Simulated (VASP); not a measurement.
# CuO (I4_132) in VASP: a series of runs

Runs on CuO. Level: PBE. Tasks: single point, relaxation of cell and atoms.

All numbers are computed with VASP 6.6.1; they aren't measurements. Logs are shortened: lines on timing, memory, paths and dates and some standing lists are left out, and cuts for length are marked.

### 1 The cell of the first run

Symmetry: I4_132, No. 214, cubic system. The conventional cell has a = 6.017 Å, b = 6.017 Å, c = 6.017 Å, α = 90.00°, β = 90.00°, γ = 90.00°. Within 2.8 Å of Cu (site symmetry 32) lie 3 Cu at 2.13 Å and 2 O at 2.61 Å. Within 2.8 Å of O (site symmetry 32) lie 3 O at 2.13 Å and 2 Cu at 2.61 Å.

The cell was generated, and may not be a known phase.

### 2 Single point, PBE

INCAR

```
SYSTEM = CuO
ALGO = Normal
EDIFF = 1E-7
ENCUT = 520
GGA = PE
ISIF = 2
ISMEAR = 0
LASPH = .True.
LCHARG = .True.
LELF = .True.
LREAL = .False.
LVHAR = .True.
LWAVE = .False.
NBANDS = 44
NELM = 100
PREC = Accurate
SIGMA = 0.02
```

KPOINTS

```
k-points
0
Gamma
  8 8 8
  0 0 0
```

POSCAR

```
CuO
1.0
   -3.0085776742      3.0085776742      3.0085776742
    3.0085776742     -3.0085776742      3.0085776742
    3.0085776742      3.0085776742     -3.0085776742
Cu O
4 4
Direct
    0.2500000000      0.2500000000      0.2500000000
    0.5000000000      0.0000000000      0.2500000000
    0.0000000000      0.2500000000      0.5000000000
    0.2500000000      0.5000000000      0.0000000000
    0.7500000000      0.7500000000      0.7500000000
    0.5000000000      0.0000000000      0.7500000000
    0.0000000000      0.7500000000      0.5000000000
    0.7500000000      0.5000000000      0.0000000000
```

Potentials or basis: VASP PAW PBE potentials, release 64 (Cu, O).

Started as:

```
cat potpaw_PBE.64/Cu/POTCAR potpaw_PBE.64/O/POTCAR > POTCAR
mpirun -np 1 vasp_std > vasp.out
```

OUTCAR:

```text
SYSTEM = CuO
   EDIFF = 1E-7
   ENCUT = 520
   GGA = PE
   ISIF = 2
   ISMEAR = 0
   LASPH = .True.
   LREAL = .False.
   NELM = 100
   PREC = Accurate

 ion  position               nearest neighbor table
   1  0.250  0.250  0.250-   2 2.13   3 2.13   4 2.13
   2  0.500  0.000  0.250-   1 2.13   3 2.13   4 2.13
   3  0.000  0.250  0.500-   1 2.13   4 2.13   2 2.13
   4  0.250  0.500  0.000-   1 2.13   3 2.13   2 2.13
   5  0.750  0.750  0.750-
   6  0.500  0.000  0.750-
   7  0.000  0.750  0.500-
   8  0.750  0.500  0.000-

  LATTYP: Found a body centered cubic cell.
 ALAT       =     6.0171553484

  Lattice vectors:

 A1 = (  -3.0085776742,   3.0085776742,   3.0085776742)
 A2 = (   3.0085776742,  -3.0085776742,   3.0085776742)
 A3 = (   3.0085776742,   3.0085776742,  -3.0085776742)

Analysis of symmetry for initial positions (statically):
=====================================================================
 Subroutine PRICEL returns:
 Original cell was already a primitive cell.

 Routine SETGRP: Setting up the symmetry group for a
 body centered cubic supercell.

 Subroutine GETGRP returns: Found 24 space group operations
 (whereof  3 operations were pure point group operations)
 out of a pool of 48 trial point group operations.

The static configuration has the point symmetry C_3 .
 The point group associated with its full space group is O   .

Analysis of symmetry for dynamics (positions and initial velocities):
=====================================================================
 Subroutine PRICEL returns:
 Original cell was already a primitive cell.

 Routine SETGRP: Setting up the symmetry group for a
 body centered cubic supercell.

 Subroutine GETGRP returns: Found 24 space group operations
 (whereof  3 operations were pure point group operations)
 out of a pool of 48 trial point group operations.

The dynamic configuration has the point symmetry C_3 .
 The point group associated with its full space group is O   .

 Subroutine INISYM returns: Found 24 space group operations
 (whereof  3 operations are pure point group operations),
 and found     1 'primitive' translations

----------------------------------------------------------------------------------------

                                     Primitive cell

  volume of cell :     108.9290

  direct lattice vectors                    reciprocal lattice vectors
    -3.008577674  3.008577674  3.008577674     0.000000000  0.166191488  0.166191488
     3.008577674 -3.008577674  3.008577674     0.166191488  0.000000000  0.166191488
     3.008577674  3.008577674 -3.008577674     0.166191488  0.166191488  0.000000000

  length of vectors
     5.211009390  5.211009390  5.211009390     0.235030256  0.235030256  0.235030256

  position of ions in fractional coordinates (direct lattice)
     0.250000000  0.250000000  0.250000000
     0.500000000  0.000000000  0.250000000
     0.000000000  0.250000000  0.500000000
     0.250000000  0.500000000  0.000000000
     0.750000000  0.750000000  0.750000000
     0.500000000  0.000000000  0.750000000
     0.000000000  0.750000000  0.500000000
     0.750000000  0.500000000  0.000000000

  ion indices of the primitive-cell ions
   primitive index   ion index
                 1           1
                 2           2
                 3           3
                 4           4
                 5           5
                 6           6
                 7           7
                 8           8

----------------------------------------------------------------------------------------

 KPOINTS: k-points

Automatic generation of k-mesh.
 Grid dimensions read from file:
 generate k-points for:    8    8    8

 Generating k-lattice:

  Cartesian coordinates                     Fractional coordinates (reciprocal lattice)
     0.000000000  0.020773936  0.020773936     0.125000000  0.000000000  0.000000000
     0.020773936  0.000000000  0.020773936     0.000000000  0.125000000  0.000000000
     0.020773936  0.020773936  0.000000000     0.000000000  0.000000000  0.125000000

  Length of vectors
     0.029378782  0.029378782  0.029378782

  Shift w.r.t. Gamma in fractional coordinates (k-lattice)
     0.000000000  0.000000000  0.000000000

 Subroutine IBZKPT returns following result:
 ===========================================

 Found     29 irreducible k-points:

 Following reciprocal coordinates:
            Coordinates               Weight
  0.000000  0.000000  0.000000      1.000000
  0.125000  0.000000  0.000000     12.000000
  0.250000  0.000000  0.000000     12.000000
  0.375000  0.000000  0.000000     12.000000
  0.500000  0.000000  0.000000      6.000000
  0.125000  0.125000  0.000000     24.000000
[... 16 lines left out ...]
 -0.250000  0.250000  0.250000      6.000000
 -0.375000  0.375000  0.250000     24.000000
 [... further k-points ...]
   k-points           NKPTS =     29   k-points in BZ     NKDIM =     29   number of bands    NBANDS=     44
   number of dos      NEDOS =    301   number of ions     NIONS =      8
   total plane-waves  NPLWV =  64000
   dimension x,y,z NGX =    40 NGY =   40 NGZ =   40
   dimension x,y,z NGXF=    80 NGYF=   80 NGZF=   80
   ions per type =               4   4
   NGX,Y,Z   is equivalent  to a cutoff of  12.76, 12.76, 12.76 a.u.
   NGXF,Y,Z  is equivalent  to a cutoff of  25.52, 25.52, 25.52 a.u.
 SYSTEM =  CuO
   PREC   = accura    normal or accurate (medium, high low for compatibility)
   ISTART =      0    job   : 0-new  1-cont  2-samecut
   ICHARG =      2    charge: 1-file 2-atom 10-const
   ISPIN  =      1    spin polarized calculation?
   LNONCOLLINEAR =      F non collinear calculations
   LSORBIT =      F    spin-orbit coupling
   LASPH  =      T    aspherical Exc in radial PAW
   ENCUT  =  520.0 eV  38.22 Ry    6.18 a.u.   9.69  9.69  9.69*2*pi/ulx,y,z
   NELM   =    100;   NELMIN=  2; NELMDL= -5     # of ELM steps
   EDIFF  = 0.1E-06   stopping-criterion for ELM
   LREAL  =      F    real-space projection
   EDIFFG = 0.1E-05   stopping-criterion for IOM
   NSW    =      0    number of steps for IOM
   IBRION =     -1    ionic relax: 0-MD 1-quasi-New 2-CG
   NFREE  =      0    steps in history (QN), initial steepest desc. (CG)
   ISIF   =      2    stress and relaxation
   ISYM   =      2    0-nonsym 1-usesym 2-fastsym
   POTIM  = 0.5000    time-step for ionic-motion
   TEBEG  =    0.0;   TEEND  =   0.0 temperature during run
   PSTRESS=    0.0 pullay stress
   NELECT =      68.0000    total number of electrons
   NUPDOWN=      -1.0000    fix difference up-down
   EMIN   =  10.00;   EMAX   =-10.00  energy-range for DOS
   EFERMI =   0.00;   METHOD = LEGACY
   ISMEAR =     0;   SIGMA  =   0.02  broadening in eV -4-tet -1-fermi 0-gaus
   EFERMI_NEDOS =   21; number of points for ismear=-14 and -15
   IALGO  =     38    algorithm
   IMIX   =      4    mixing-type and parameters
     AMIX     =   0.40;   BMIX     =  1.00
     AMIX_MAG =   1.60;   BMIX_MAG =  1.00
  volume/ion in A,a.u.               =      13.62        91.89
  Fermi-wavevector in a.u.,A,eV,Ry     =   1.399147  2.644004 26.634920  1.957611
  Thomas-Fermi vector in A             =   2.522235
   LORBIT       =      0    0 simple, 1 ext, 2 COOP (PROOUT), +10 PAW based schemes
   GGA     = PE    functional components
   LHFCALC =     F    Hartree Fock is set to
   AEXX    =    0.0000 exact exchange contribution
   IVDW    =     0    specifies the selected vdW correction
   LEPSILON=     F    determine dielectric tensor
   LRPA    =     F    only Hartree local field effects (RPA)
 non-spin polarized calculation
 Gauss-broadening in eV      SIGMA  =   0.02
  energy-cutoff  :      520.00
  volume of cell :      108.93
 maximum number of plane-waves:      2988
   NGX = 19   NGY = 19   NGZ = 19

 number of electron      67.9999911 magnetization

 Free energy of the ion-electron system (eV)
  ---------------------------------------------------
  ext. energy  EPLUGINS =         0.00000000
  ---------------------------------------------------
  free energy    TOTEN  =       -23.31403770 eV

  energy without entropy =      -23.31403770  energy(sigma->0) =      -23.31403770

 E-fermi :   2.3811     XC(G=0): -10.4123

 val. band max:        2.2049104110   @ k =   0.2500   0.2500   0.2500
 cond. band min:       2.4727371268   @ k =  -0.3750   0.3750   0.2500
 fundamental gap:      0.2678267158
 Fermi energy:         2.3810648990

 k-point     1 :       0.0000    0.0000    0.0000
  band No.  band energies     occupation
      1     -16.2235      2.00000
      2     -14.1107      2.00000
      3     -14.1107      2.00000
      4     -14.1107      2.00000
      5      -2.4335      2.00000
      6      -2.1463      2.00000
[... 36 lines left out ...]
     43       9.9698      0.00000
     44       9.9698      0.00000

 k-point     2 :       0.1250    0.0000    0.0000
  band No.  band energies     occupation
      1     -16.1860      2.00000
      2     -14.4517      2.00000
      3     -14.1108      2.00000
      4     -13.8016      2.00000
      5      -2.5182      2.00000
      6      -2.1661      2.00000
[... 36 lines left out ...]
     43       9.8341      0.00000
     44       9.9665      0.00000

 k-point     3 :       0.2500    0.0000    0.0000
  band No.  band energies     occupation
      1     -16.0793      2.00000
      2     -14.7914      2.00000
      3     -14.1106      2.00000
      4     -13.5538      2.00000
      5      -2.7074      2.00000
      6      -2.2088      2.00000
[... 976 lines left out ...]
     43       9.9324      0.00000
     44      10.8664      0.00000

 k-point    24 :      -0.3750    0.3750    0.2500
  band No.  band energies     occupation
      1     -15.7789      2.00000
      2     -15.0973      2.00000
      3     -14.5558      2.00000
      4     -13.0581      2.00000
      5      -2.9317      2.00000
      6      -2.0752      2.00000
[... 36 lines left out ...]
     43       9.8738      0.00000
     44      11.4979      0.00000

 [... further k-points ...]

------------------------ aborting loop because EDIFF is reached ----------------------------------------

  FORCE on cell =-STRESS in cart. coord.  units (eV):
  Direction    XX          YY          ZZ          XY          YZ          ZX
  --------------------------------------------------------------------------------------
  -------------------------------------------------------------------------------------
  Total        0.0129514      0.0129514      0.0129514     -0.0000000     -0.0000000     -0.0000000
  in kB        0.1904944      0.1904944      0.1904944     -0.0000000     -0.0000000     -0.0000000
  external PRESSURE =       0.1904944 kB  Pullay stress =       0.0000000 kB

 VOLUME and BASIS-vectors are now :
 -----------------------------------------------------------------------------
  energy-cutoff  :      520.00
  volume of cell :      108.93
      direct lattice vectors                 reciprocal lattice vectors
    -3.008577674  3.008577674  3.008577674     0.000000000  0.166191488  0.166191488
     3.008577674 -3.008577674  3.008577674     0.166191488  0.000000000  0.166191488
     3.008577674  3.008577674 -3.008577674     0.166191488  0.166191488  0.000000000

 POSITION                                       TOTAL-FORCE (eV/Angst)
 -----------------------------------------------------------------------------------
      0.75214      0.75214      0.75214        -0.000000      0.000000      0.000000
     -0.75214      2.25643      0.75214        -0.000000      0.000000     -0.000000
      2.25643      0.75214     -0.75214         0.000000      0.000000     -0.000000
      0.75214     -0.75214      2.25643         0.000000     -0.000000      0.000000
      2.25643      2.25643      2.25643        -0.000000      0.000000      0.000000
      0.75214      3.76072     -0.75214        -0.000000      0.000000      0.000000
      3.76072     -0.75214      0.75214        -0.000000      0.000000      0.000000
     -0.75214      0.75214      3.76072        -0.000000      0.000000      0.000000
 -----------------------------------------------------------------------------------
    total drift:                                0.000000     -0.000000      0.000000

  FREE ENERGIE OF THE ION-ELECTRON SYSTEM (eV)
  ---------------------------------------------------
  free  energy   TOTEN  =       -23.3140377015 eV

  energy  without entropy=      -23.3140377015  energy(sigma->0) =      -23.31403770
```

It took 4.4 min on 1 thread of Intel Xeon 8259CL, shared host; peak memory 0.3 GiB.

Results:

```
Free energy            : -23.3140 eV
Pressure               : 0.0 GPa
Band gap on the k mesh : 0.27 eV (least direct gap 0.36 eV)
```

Levels at points of the mesh, in eV from the valence-band top:
```
           k point  band 31  band 32  band 33  band 34  band 35  band 36  band 37  band 38
(0.00, 0.00, 0.00)    -1.23    -1.17    -1.17    -1.17     0.88     0.88     0.88     2.70
(0.50, 0.00, 0.00)    -0.84    -0.70    -0.59    -0.38     0.45     0.51     0.62     0.91
(0.50, 0.50, 0.50)    -0.76    -0.64    -0.64    -0.56     0.92     0.92     1.13     1.13
```

Caveat: semilocal functionals underestimate gaps, and a narrow one can read as zero.

### 3 Single point, PBE, collinear spin

INCAR

```
SYSTEM = CuO
ALGO = Normal
EDIFF = 1E-6
ENCUT = 520
GGA = PE
ISIF = 2
ISMEAR = 0
ISPIN = 2
LASPH = .True.
LCHARG = .False.
LMAXMIX = 4
LORBIT = 11
LREAL = .False.
LWAVE = .False.
MAGMOM = 1 1 1 1 0 0 0 0
NBANDS = 48
NELM = 150
PREC = Accurate
SIGMA = 0.1
```

KPOINTS

```
k-points
0
Gamma
  4 4 4
  0 0 0
```

POSCAR is that of step 2.

Potentials or basis: VASP PAW PBE potentials, release 64 (Cu, O).

Started as:

```
cat potpaw_PBE.64/Cu/POTCAR potpaw_PBE.64/O/POTCAR > POTCAR
mpirun -np 1 vasp_std > vasp.out
```

It took 2.9 min on 1 thread of Intel Xeon 8259CL, shared host; peak memory 0.31 GiB.

It converged, with:

```
Free energy                                           : -23.3070 eV
Pressure                                              : 0.0 GPa
Band gap on the k mesh                                : 0.31 eV (least direct gap 0.37 eV)
Net moment                                            : 0.00 μB per cell
Valence electrons inside the program's atomic spheres : Cu 9.99; O 4.62
```

Levels at points of the mesh, in eV from the valence-band top:
Spin up:
```csv
k point,band 30,band 31,band 32,band 33,band 34,band 35,band 36,band 37,band 38,band 39
"(0.00, 0.00, 0.00)",-1.21,-1.21,-1.15,-1.15,-1.15,0.88,0.88,0.88,2.70,2.70
"(0.50, 0.00, 0.00)",-0.98,-0.83,-0.69,-0.57,-0.38,0.46,0.51,0.62,0.91,2.50
"(0.50, 0.50, 0.50)",-0.74,-0.74,-0.63,-0.63,-0.55,0.92,0.92,1.14,1.14,1.14
```
Spin down:
```
           k point  band 32  band 33  band 34  band 35  band 36  band 37
(0.00, 0.00, 0.00)    -1.15    -1.15    -1.15     0.88     0.88     0.88
(0.50, 0.00, 0.00)    -0.69    -0.57    -0.38     0.46     0.51     0.62
(0.50, 0.50, 0.50)    -0.63    -0.63    -0.55     0.92     0.92     1.14
```

Caveat: semilocal functionals underestimate gaps, and a narrow one can read as zero.

### 4 Relaxation of cell and atoms, PBE, collinear spin

This run uses another cell than the first one, of 12.76 Å³/atom.

INCAR

```
ALGO     = Normal         # electronic algorithm
EDIFF    = 1E-6           # SCF threshold, eV
EDIFFG   = -0.04          # ionic threshold
ENCUT    = 600            # plane-wave cutoff, eV
GGA      = PE             # functional
IBRION   = 2              # ionic algorithm
ISIF     = 3              # what is computed and relaxed
ISMEAR   = 0              # smearing method
ISPIN    = 2              # spin polarisation
LASPH    = T              # aspherical terms in the spheres
LCHARG   = F              # write CHGCAR
LMAXMIX  = 4              # l up to which the mixer works
LORBIT   = 11             # projections on sites
LREAL    = F              # projectors in reciprocal space
LWAVE    = F              # write WAVECAR
MAGMOM   = 1 1 1 1 0 0 0 0 # initial moments
NELM     = 150            # most SCF steps
NSW      = 90             # ionic steps
PREC     = Accurate       # precision mode
SIGMA    = 0.1            # smearing width, eV
```

KPOINTS

```
k-points
0
Gamma
  4 4 4
```

POSCAR: that of step 3 with these lines changed.

```diff
@@ -2,5 +2,5 @@
 1.0
-   -3.0085776742      3.0085776742      3.0085776742
-    3.0085776742     -3.0085776742      3.0085776742
-    3.0085776742      3.0085776742     -3.0085776742
+   -2.9441031900      2.9441031900      2.9441031900
+    2.9441031900     -2.9441031900      2.9441031900
+    2.9441031900      2.9441031900     -2.9441031900
 Cu O
```

Started as:

```
cat potpaw_PBE.64/Cu/POTCAR potpaw_PBE.64/O/POTCAR > POTCAR
mpirun -np 1 vasp_std > vasp.out
```

It took 5.1 min on 1 thread of Intel Xeon 8259CL, shared host; peak memory 0.35 GiB.

It converged, with:

```yaml
Free_energy: -23.3013 eV
Relaxed_volume: 13.70 Å³/atom
Relaxed_cell: a = 5.222 Å, b = 5.222 Å, c = 5.222 Å, α = 109.47°, β = 109.47°, γ = 109.47°
Space_group_after_relaxing_to_0.1_Å: I4_132 (No. 214)
Energy_gained_by_relaxing: 16.0 meV/atom
Ionic_steps: 2
Pressure_after_relaxing: -0.4 GPa
Band_gap_on_the_k_mesh: 0.31 eV (least direct gap 0.37 eV)
Net_moment: 0.00 μB per cell
Valence_electrons_inside_the_program's_atomic_spheres: Cu 9.98; O 4.61
```

The path:
```tsv
step	energy change (eV)	largest force (eV/Å)	pressure (GPa)	volume (Å³)
1	0.0000	0.0000	6.25	102.07
2	-0.1280	0.0000	-0.39	109.61
```

Final structure:
```cif
data_structure
_symmetry_space_group_name_H-M 'P 1'
_symmetry_Int_Tables_number 1
_cell_length_a 5.2218
_cell_length_b 5.2218
_cell_length_c 5.2218
_cell_angle_alpha 109.471
_cell_angle_beta 109.471
_cell_angle_gamma 109.471
_cell_volume 109.61
loop_
_atom_site_label
_atom_site_type_symbol
_atom_site_fract_x
_atom_site_fract_y
_atom_site_fract_z
_atom_site_occupancy
Cu1 Cu 0.25000 0.25000 0.25000 1
Cu2 Cu 0.50000 0.00000 0.25000 1
Cu3 Cu 0.00000 0.25000 0.50000 1
Cu4 Cu 0.25000 0.50000 0.00000 1
O1 O 0.75000 0.75000 0.75000 1
O2 O 0.50000 0.00000 0.75000 1
O3 O 0.00000 0.75000 0.50000 1
O4 O 0.75000 0.50000 0.00000 1
```

Levels at points of the mesh, in eV from the valence-band top:
Spin up:
| k point | band 31 | band 32 | band 33 | band 34 | band 35 | band 36 | band 37 | band 38 |
| --- | --- | --- | --- | --- | --- | --- | --- | --- |
| (0.00, 0.00, 0.00) | -1.21 | -1.15 | -1.15 | -1.15 | 0.87 | 0.87 | 0.87 | 2.69 |
| (0.50, 0.00, 0.00) | -0.83 | -0.69 | -0.57 | -0.38 | 0.45 | 0.50 | 0.62 | 0.90 |
| (0.50, 0.50, 0.50) | -0.74 | -0.63 | -0.63 | -0.55 | 0.91 | 0.91 | 1.13 | 1.13 |
Spin down:
```
           k point  band 32  band 33  band 34  band 35  band 36  band 37
(0.00, 0.00, 0.00)    -1.15    -1.15    -1.15     0.87     0.87     0.87
(0.50, 0.00, 0.00)    -0.69    -0.57    -0.38     0.45     0.50     0.62
(0.50, 0.50, 0.50)    -0.63    -0.63    -0.55     0.91     0.91     1.13
```

Caveat: semilocal functionals underestimate gaps, and a narrow one can read as zero.

### 5 Summary

```tsv
task	spin	cell	k mesh	cutoff (eV)	smearing	gap on the mesh (eV)	pressure (GPa)	moment (μB)
single point	off	a = 5.211 Å, angles 109.5°, 8 atoms	8 × 8 × 8	520	gaussian 0.02 eV	0.27	0.0	-
single point	collinear	a = 5.211 Å, angles 109.5°, 8 atoms	4 × 4 × 4	520	gaussian 0.1 eV	0.31	0.0	0.00
relaxation of cell and atoms	collinear	relaxed from a = 5.099 Å, angles 109.5°, 8 atoms	4 × 4 × 4	600	gaussian 0.1 eV	0.31	-0.4	0.00
```

Alike in all rows: level PBE; potentials or basis VASP PAW PBE potentials, release 64 (Cu, O).

Caveats: semilocal functionals underestimate gaps, and a narrow one can read as zero.

Absolute energies hang on the potentials; compare differences alone.
